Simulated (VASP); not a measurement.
# GdSeO (P4/nmm) in VASP: a series of runs, part 2 of 3

VASP 6.6.1. The steps go on from the part before.

### Step 3. Single point, PBE+D3(BJ)+U, collinear spin, ferromagnetic start

Input file INCAR:

```
SYSTEM = GdSeO
PREC = Accurate
ENCUT = 600
EDIFF = 1E-6
ISMEAR = -1
SIGMA = 0.1
LREAL = .False.
LASPH = .True.
NELM = 200
ALGO = Normal
ISIF = 2
LWAVE = .False.
LCHARG = .True.
ISPIN = 2
MAGMOM = 6.9 6.9 0 0 0 0
LORBIT = 11
LMAXMIX = 6
LDAU = .True.
LDAUTYPE = 1
LDAUL = 3 -1 -1
LDAUU = 7.02 0 0
LDAUJ = 0.41 0 0
LDAUPRINT = 1
GGA = PE
IVDW = 12
LELF = .True.
LVHAR = .True.
NBANDS = 43
GGA_COMPAT = .False.
```

Input file KPOINTS:

```
regular mesh
0
Gamma
  5 5 3
  0 0 0
```

Input file POSCAR:

```
GdSeO
1.0
    3.9544215500      0.0000000000      0.0000000000
    0.0000000000      3.9544215500      0.0000000000
    0.0000000000      0.0000000000      6.9094111500
Gd Se O
2 2 2
Direct
    0.2500000000      0.2500000000      0.1895500000
    0.7500000000      0.7500000000      0.8104500000
    0.2500000000      0.2500000000      0.6367000000
    0.7500000000      0.7500000000      0.3633000000
    0.7500000000      0.2500000000      0.0000000000
    0.2500000000      0.7500000000      0.0000000000
```

Potentials or basis: VASP PAW PBE potentials, release 64 (Gd, Se, O).

The run is started by

```console
> cat potpaw_PBE.64/Gd/POTCAR potpaw_PBE.64/Se/POTCAR potpaw_PBE.64/O/POTCAR > POTCAR
> mpirun -np 1 vasp_std > vasp.out
```

OUTCAR:

```text
SYSTEM = GdSeO
   PREC = Accurate
   ENCUT = 600
   EDIFF = 1E-6
   ISMEAR = -1
   LREAL = .False.
   LASPH = .True.
   NELM = 200
   ISIF = 2
   ISPIN = 2
   LORBIT = 11
   GGA = PE
   IVDW = 12
 IVDW          = 12

 ion  position               nearest neighbor table
   1  0.250  0.250  0.190-   5 2.37   6 2.37   6 2.37   5 2.37   4 3.04   4 3.04   4 3.04   4 3.04
                             3 3.09
   2  0.750  0.750  0.810-   5 2.37   6 2.37   5 2.37   6 2.37   3 3.04   3 3.04   3 3.04   3 3.04
                             4 3.09
   3  0.250  0.250  0.637-   2 3.04   2 3.04   2 3.04   2 3.04   1 3.09
   4  0.750  0.750  0.363-   1 3.04   1 3.04   1 3.04   1 3.04   2 3.09
   5  0.750  0.250  0.000-   1 2.37   2 2.37   2 2.37   1 2.37
   6  0.250  0.750  0.000-   1 2.37   2 2.37   1 2.37   2 2.37

  LATTYP: Found a simple tetragonal cell.
 ALAT       =     3.9544215500
 C/A-ratio  =     1.7472621628

  Lattice vectors:

 A1 = (   3.9544215500,   0.0000000000,   0.0000000000)
 A2 = (   0.0000000000,   3.9544215500,   0.0000000000)
 A3 = (   0.0000000000,   0.0000000000,   6.9094111500)

Analysis of symmetry for initial positions (statically):
=====================================================================
 Subroutine PRICEL returns:
 Original cell was already a primitive cell.

 Routine SETGRP: Setting up the symmetry group for a
 simple tetragonal supercell.

 Subroutine GETGRP returns: Found 16 space group operations
 (whereof  4 operations were pure point group operations)
 out of a pool of 16 trial point group operations.

The static configuration has the point symmetry C_2h.
 The point group associated with its full space group is D_4h.

Analysis of symmetry for dynamics (positions and initial velocities):
=====================================================================
 Subroutine PRICEL returns:
 Original cell was already a primitive cell.

 Routine SETGRP: Setting up the symmetry group for a
 simple tetragonal supercell.

 Subroutine GETGRP returns: Found 16 space group operations
 (whereof  4 operations were pure point group operations)
 out of a pool of 16 trial point group operations.

[... 794 lines left out ...]

 spin component 2

 k-point     1 :       0.0000    0.0000    0.0000
  band No.  band energies     occupation
      1     -37.2136      1.00000
      2     -37.1778      1.00000
      3     -16.5025      1.00000
      4     -15.5349      1.00000
      5     -15.5349      1.00000
      6     -15.4365      1.00000
[... 529 lines left out ...]
     41       9.8397      0.00000
     42      10.2110      0.00000
 [bands above 42 left out]

------------------------ aborting loop because EDIFF is reached ----------------------------------------

 Edisp (eV)   -2.15304

 E8    (eV) :    -0.9753

  FORCE on cell =-STRESS in cart. coord.  units (eV):
  Direction    XX          YY          ZZ          XY          YZ          ZX
  --------------------------------------------------------------------------------------
  -------------------------------------------------------------------------------------
  Total      -1.60970    -1.60970    -2.06762     0.00000     0.00000     0.00000
  in kB     -23.86976   -23.86976   -30.66013     0.00000     0.00000     0.00000
  external pressure =      -26.13 kB  Pullay stress =        0.00 kB

 VOLUME and BASIS-vectors are now :
 -----------------------------------------------------------------------------
  energy-cutoff  :      600.00
  volume of cell :      108.05
      direct lattice vectors                 reciprocal lattice vectors
     3.954421550  0.000000000  0.000000000     0.252881487  0.000000000  0.000000000
     0.000000000  3.954421550  0.000000000     0.000000000  0.252881487  0.000000000
     0.000000000  0.000000000  6.909411150     0.000000000  0.000000000  0.144730134

 POSITION                                       TOTAL-FORCE (eV/Angst)
 -----------------------------------------------------------------------------------
      0.98861      0.98861      1.30968        -0.000000      0.000000     -2.110885
      2.96582      2.96582      5.59973        -0.000000     -0.000000      2.110885
      0.98861      0.98861      4.39922         0.000000     -0.000000     -0.580288
      2.96582      2.96582      2.51019         0.000000     -0.000000      0.580288
      2.96582      0.98861      0.00000         0.000000     -0.000000      0.000000
      0.98861      2.96582      0.00000         0.000000     -0.000000      0.000000
 -----------------------------------------------------------------------------------
    total drift:                                0.000000     -0.000000      0.000000

  FREE ENERGIE OF THE ION-ELECTRON SYSTEM (eV)
  ---------------------------------------------------
  free  energy   TOTEN  =       -54.9946359370 eV

  energy  without entropy=      -54.8166002546  energy(sigma->0) =      -54.90561810

 total charge

# of ion       s       p       d       f       tot
--------------------------------------------------
    1        2.027   5.639   0.480   6.987  15.133
    2        2.027   5.639   0.480   6.987  15.133
    3        1.473   2.324   0.019   0.000   3.816
    4        1.473   2.324   0.019   0.000   3.816
    5        1.563   3.419   0.000   0.000   4.982
    6        1.563   3.419   0.000   0.000   4.982
--------------------------------------------------
tot         10.126  22.764   0.999  13.974  47.863

 magnetization (x)

# of ion       s       p       d       f       tot
--------------------------------------------------
    1       -0.007  -0.090   0.044   6.899   6.847
    2       -0.007  -0.090   0.044   6.899   6.847
    3       -0.004  -0.121   0.000   0.000  -0.125
    4       -0.004  -0.121   0.000   0.000  -0.125
    5       -0.003  -0.075   0.000   0.000  -0.079
    6       -0.003  -0.075   0.000   0.000  -0.079
--------------------------------------------------
tot         -0.028  -0.572   0.089  13.798  13.288
```

OSZICAR:

```text
N       E                     dE             d eps       ncg     rms          rms(c)
DAV:   1     0.562778072604E+03    0.56278E+03   -0.23846E+04  3214   0.751E+03
DAV:   2     0.109110031436E+03   -0.45367E+03   -0.38528E+03  3246   0.726E+02
DAV:   3    -0.276684988463E+02   -0.13678E+03   -0.13088E+03  3299   0.278E+02
[... 23 lines left out ...]
DAV:  27    -0.528415977230E+02    0.71701E-05   -0.14833E-04  3840   0.664E-02    0.227E-01
DAV:  28    -0.528416036931E+02   -0.59700E-05   -0.21939E-05  3232   0.311E-02    0.241E-01
DAV:  29    -0.528416009259E+02    0.27672E-05   -0.76425E-06  2456   0.215E-02    0.167E-01
DAV:  30    -0.528415985520E+02    0.23739E-05   -0.37608E-06  2400   0.265E-02    0.788E-02
DAV:  31    -0.528415986921E+02   -0.14013E-06   -0.59273E-06  2151   0.168E-02
   1 F= -.54994636E+02 E0= -.54905618E+02  d E =-.178036E+00  mag=    13.5787
```

Wall time 8.4 min (1 thread of Oxide Virtual Turin-like, shared host); peak memory 0.32 GiB.

What came out:

| Property | Result |
| --- | --- |
| Free energy | -54.9946 eV |
| Pressure | -2.6 GPa |
| Largest force | 2.111 eV/Å |
| Net moment | 13.58 μB per cell |
| Site moments | Gd +6.85; Se -0.12; O -0.08 μB |
| Valence electrons inside the program's atomic spheres | Gd 15.13; Se 3.82; O 4.98 |
| Dispersion energy per atom | -0.359 eV |

Forces on the atoms (eV/Å):
```
Gd   0.000  0.000 -2.111
Gd   0.000  0.000  2.111
Se   0.000  0.000 -0.580
Se   0.000  0.000  0.580
O    0.000  0.000  0.000
O    0.000  0.000  0.000
```

Levels at points of the mesh, in eV from the Fermi level:
Spin up:
| k point | band 32 | band 33 | band 34 | band 35 | band 36 | band 37 | band 38 | band 39 | band 40 | band 41 |
| --- | --- | --- | --- | --- | --- | --- | --- | --- | --- | --- |
| (0.00, 0.00, 0.00) | -1.60 | -1.60 | -1.11 | -1.11 | 0.28 | 0.68 | 0.68 | 2.78 | 4.03 | 4.21 |
Spin down:
```
           k point  band 20  band 21  band 22  band 23  band 24  band 25  band 26  band 27
(0.00, 0.00, 0.00)    -1.28    -1.28     0.24     0.59     0.59     2.91     4.46     4.77
```

Eigenvalues of the final occupation matrices:
```tsv
site	spin	trace	eigenvalues
site 1 f	1	6.95	0.99 0.99 0.99 0.99 0.99 0.99 0.99
site 1 f	2	0.05	0.00 0.00 0.01 0.01 0.01 0.01 0.01
site 2 f	1	6.95	0.99 0.99 0.99 0.99 0.99 0.99 0.99
site 2 f	2	0.05	0.00 0.00 0.01 0.01 0.01 0.01 0.01
```

Caveat: three body term missing; spin-orbit coupling is left out, which moves the levels of the heavy elements; forces of over 1 eV/Å act on the atoms, so gaps and moduli don't describe the material at rest. The state reached can hang on the start; a lower one may exist.

### Step 4. Single point, PBE+D3(BJ)+U, collinear spin, ferromagnetic start

This run uses another cell than the first one, of 18.94 Å³/atom.

Input file INCAR:

```
SYSTEM = GdSeO
PREC = Accurate ; ENCUT = 600
EDIFF = 1E-6 ; ISMEAR = -1
SIGMA = 0.1 ; LREAL = .FALSE.
LASPH = .TRUE. ; NELM = 200
ALGO = Normal ; ISIF = 2
LWAVE = .FALSE. ; LCHARG = .TRUE.
ISPIN = 2 ; MAGMOM = 6.9 6.9 0 0 0 0
LORBIT = 11 ; LMAXMIX = 6
LDAU = .TRUE. ; LDAUTYPE = 1
LDAUL = 3 -1 -1 ; LDAUU = 7.02 0 0
LDAUJ = 0.41 0 0 ; LDAUPRINT = 1
GGA = PE ; IVDW = 12
LELF = .TRUE. ; LVHAR = .TRUE.
NBANDS = 43 ; GGA_COMPAT = .FALSE.
```

Input file KPOINTS:

```
regular mesh
0
G
  5 5 3
  0 0 0
```

Input file POSCAR:

```
GdSeO
1.0
    4.0609674266      0.0000000000      0.0000000000
    0.0000000000      4.0609674266      0.0000000000
    0.0000000000      0.0000000000      6.8915284232
Gd Se O
2 2 2
Direct
    0.2500000000      0.2500000000      0.1553158526
    0.7500000000      0.7500000000      0.8446841474
    0.2500000000      0.2500000000      0.5662208768
    0.7500000000      0.7500000000      0.4337791232
    0.7500000000      0.2500000000      0.0000000000
    0.2500000000      0.7500000000      0.0000000000
```

Potentials or basis: VASP PAW PBE potentials, release 64 (Gd, Se, O).

The run is started by

```console
> cat potpaw_PBE.64/Gd/POTCAR potpaw_PBE.64/Se/POTCAR potpaw_PBE.64/O/POTCAR > POTCAR
> mpirun -np 1 vasp_std > vasp.out
```

OUTCAR:

```text
SYSTEM = GdSeO
   PREC = Accurate
   ENCUT = 600
   EDIFF = 1E-6
   ISMEAR = -1
   LREAL = .FALSE.
   LASPH = .TRUE.
   NELM = 200
   ISIF = 2
   ISPIN = 2
   LORBIT = 11
   GGA = PE
   IVDW = 12
 IVDW          = 12

 ion  position               nearest neighbor table
   1  0.250  0.250  0.155-   5 2.30   6 2.30   6 2.30   5 2.30   3 2.83
   2  0.750  0.750  0.845-   5 2.30   6 2.30   5 2.30   6 2.30   4 2.83
   3  0.250  0.250  0.566-   1 2.83
   4  0.750  0.750  0.434-   2 2.83
   5  0.750  0.250  0.000-   1 2.30   2 2.30   2 2.30   1 2.30
   6  0.250  0.750  0.000-   1 2.30   2 2.30   1 2.30   2 2.30

  LATTYP: Found a simple tetragonal cell.
 ALAT       =     4.0609674266
 C/A-ratio  =     1.6970164247

  Lattice vectors:

 A1 = (   4.0609674266,   0.0000000000,   0.0000000000)
 A2 = (   0.0000000000,   4.0609674266,   0.0000000000)
 A3 = (   0.0000000000,   0.0000000000,   6.8915284232)

Analysis of symmetry for initial positions (statically):
=====================================================================
 Subroutine PRICEL returns:
 Original cell was already a primitive cell.

 Routine SETGRP: Setting up the symmetry group for a
 simple tetragonal supercell.

 Subroutine GETGRP returns: Found 16 space group operations
 (whereof  4 operations were pure point group operations)
 out of a pool of 16 trial point group operations.

The static configuration has the point symmetry C_2h.
 The point group associated with its full space group is D_4h.

Analysis of symmetry for dynamics (positions and initial velocities):
=====================================================================
 Subroutine PRICEL returns:
 Original cell was already a primitive cell.

 Routine SETGRP: Setting up the symmetry group for a
 simple tetragonal supercell.

 Subroutine GETGRP returns: Found 16 space group operations
 (whereof  4 operations were pure point group operations)
 out of a pool of 16 trial point group operations.

The dynamic configuration has the point symmetry C_2h.
 The point group associated with its full space group is D_4h.

[... 787 lines left out ...]
     41       7.7388      0.00000
     42       7.8607      0.00000
 Fermi energy:         4.2068855423

 spin component 2

 k-point     1 :       0.0000    0.0000    0.0000
  band No.  band energies     occupation
      1     -37.6063      1.00000
      2     -37.5259      1.00000
      3     -17.0901      1.00000
      4     -16.0749      1.00000
      5     -16.0749      1.00000
      6     -15.8274      1.00000
[... 529 lines left out ...]
     41       8.7678      0.00000
     42       8.7856      0.00000
 [bands above 42 left out]

------------------------ aborting loop because EDIFF is reached ----------------------------------------

 Edisp (eV)   -2.04473

 E8    (eV) :    -0.9271

  FORCE on cell =-STRESS in cart. coord.  units (eV):
  Direction    XX          YY          ZZ          XY          YZ          ZX
  --------------------------------------------------------------------------------------
  -------------------------------------------------------------------------------------
  Total      -0.05622    -0.05622    -0.03196    -0.00000     0.00000     0.00000
  in kB      -0.79250    -0.79250    -0.45055    -0.00000     0.00000     0.00000
  external pressure =       -0.68 kB  Pullay stress =        0.00 kB

 VOLUME and BASIS-vectors are now :
 -----------------------------------------------------------------------------
  energy-cutoff  :      600.00
  volume of cell :      113.65
      direct lattice vectors                 reciprocal lattice vectors
     4.060967427  0.000000000  0.000000000     0.246246742  0.000000000  0.000000000
     0.000000000  4.060967427  0.000000000     0.000000000  0.246246742  0.000000000
     0.000000000  0.000000000  6.891528423     0.000000000  0.000000000  0.145105692

 POSITION                                       TOTAL-FORCE (eV/Angst)
 -----------------------------------------------------------------------------------
      1.01524      1.01524      1.07036        -0.000000      0.000000      0.012956
      3.04573      3.04573      5.82116        -0.000000      0.000000     -0.012956
      1.01524      1.01524      3.90213        -0.000000      0.000000      0.011112
      3.04573      3.04573      2.98940        -0.000000      0.000000     -0.011112
      3.04573      1.01524      0.00000        -0.000000      0.000000     -0.000000
      1.01524      3.04573      0.00000         0.000000     -0.000000     -0.000000
 -----------------------------------------------------------------------------------
    total drift:                                0.000000     -0.000000      0.000000

  FREE ENERGIE OF THE ION-ELECTRON SYSTEM (eV)
  ---------------------------------------------------
  free  energy   TOTEN  =       -55.8850050189 eV

  energy  without entropy=      -55.7919132927  energy(sigma->0) =      -55.83845916

 total charge

# of ion       s       p       d       f       tot
--------------------------------------------------
    1        2.029   5.647   0.500   6.996  15.172
    2        2.029   5.647   0.500   6.996  15.172
    3        1.497   2.255   0.027   0.000   3.778
    4        1.497   2.255   0.027   0.000   3.778
    5        1.558   3.495   0.000   0.000   5.052
    6        1.558   3.495   0.000   0.000   5.052
--------------------------------------------------
tot         10.166  22.794   1.054  13.991  48.005

 magnetization (x)

# of ion       s       p       d       f       tot
--------------------------------------------------
    1       -0.006  -0.089   0.048   6.901   6.854
    2       -0.006  -0.089   0.048   6.901   6.854
    3        0.000   0.004   0.001   0.000   0.006
    4        0.000   0.004   0.001   0.000   0.006
    5       -0.004  -0.037   0.000   0.000  -0.040
    6       -0.004  -0.037   0.000   0.000  -0.040
--------------------------------------------------
tot         -0.020  -0.243   0.098  13.802  13.638
```

OSZICAR:

```text
N       E                     dE             d eps       ncg     rms          rms(c)
DAV:   1     0.587789089064E+03    0.58779E+03   -0.23609E+04  3097   0.741E+03
DAV:   2     0.123427518345E+03   -0.46436E+03   -0.39628E+03  3214   0.783E+02
DAV:   3    -0.257072582618E+02   -0.14913E+03   -0.13951E+03  3309   0.280E+02
[... 20 lines left out ...]
DAV:  24    -0.538402069147E+02    0.43414E-03   -0.11127E-03  3888   0.390E-01    0.788E-01
DAV:  25    -0.538403198577E+02   -0.11294E-03   -0.60542E-04  3704   0.100E-01    0.102E+00
DAV:  26    -0.538403047916E+02    0.15066E-04   -0.22757E-05  3288   0.372E-02    0.944E-01
DAV:  27    -0.538402725831E+02    0.32209E-04   -0.13733E-05  2840   0.446E-02    0.849E-01
DAV:  28    -0.538402733137E+02   -0.73060E-06   -0.75281E-06  2456   0.123E-02
   1 F= -.55885005E+02 E0= -.55838459E+02  d E =-.930917E-01  mag=    14.1031
```

It took 9.5 min on 1 thread of Oxide Virtual Turin-like, shared host; peak memory 0.32 GiB.

What came out:

| Quantity | Value |
| --- | --- |
| Free energy | -55.8850 eV |
| Pressure | -0.1 GPa |
| Largest force | 0.013 eV/Å |
| Net moment | 14.10 μB per cell |
| Site moments | Gd +6.85; Se +0.01; O -0.04 μB |
| Valence electrons inside the program's atomic spheres | Gd 15.17; Se 3.78; O 5.05 |
| Dispersion energy per atom | -0.341 eV |

Forces in eV/Å, atoms in the order of the input:
```
Gd   0.000  0.000  0.013
Gd   0.000  0.000 -0.013
Se   0.000  0.000  0.011
Se   0.000  0.000 -0.011
O    0.000  0.000  0.000
O    0.000  0.000  0.000
```

Eigenvalues of the final occupation matrices:
| site | spin | trace | eigenvalues |
| --- | --- | --- | --- |
| site 1 f | 1 | 6.96 | 0.99 0.99 0.99 0.99 0.99 0.99 1.00 |
| site 1 f | 2 | 0.05 | 0.00 0.00 0.00 0.01 0.01 0.01 0.01 |
| site 2 f | 1 | 6.96 | 0.99 0.99 0.99 0.99 0.99 0.99 1.00 |
| site 2 f | 2 | 0.05 | 0.00 0.00 0.00 0.01 0.01 0.01 0.01 |

Caveat: three body term missing; spin-orbit coupling is left out, which moves the levels of the heavy elements.

(Part 2 of 3 ends here.)
